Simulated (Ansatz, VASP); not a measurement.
**SnO in VASP and in Ansatz**

```xyz
4
Lattice="3.3550 0.0000 0.0000 0.0000 5.6741 0.0000 0.0000 0.0000 4.2220" Properties=species:S:1:pos:R:3 pbc="T T T"
Sn    0.0000    1.3159    2.1665
Sn    1.6775    4.3582    0.0555
O     0.0000    5.0570    3.1110
O     1.6775    0.6171    1.0000
```

Alike in both runs: task single point; functional PBEsol; dispersion D3(BJ); k mesh 6 × 4 × 4; occupations gaussian, width 0.1 eV; no spin polarisation.

```csv
,VASP,Ansatz
version,VASP 6.6.1,Ansatz 0.2.0
potentials or method,"VASP PAW PBE potentials, release 64 (Sn_d, O), cutoff 520 eV","scalar-relativistic, plane waves, PAW"
valence electrons in the cell,40,40
```

|  | VASP | Ansatz | Ansatz less VASP |
| --- | --- | --- | --- |
| gap on the k mesh at the Fermi level (eV) | 1.58 | 1.59 | +0.009 |
| least direct gap on the mesh (eV) | 2.33 | 2.33 | +0.007 |
| pressure (GPa) | -4.4 | -4.6 | -0.20 |
| traceless stress, the component that is largest in VASP (GPa) | -0.69 | -0.72 | -0.031 |
| rms of the force components (eV/Å) | 0.155 | 0.186 | +0.0315 |

VASP's potentials were made for PBE, not for PBEsol. Atom by atom the forces differ by 0.033 eV/Å (rms over components).
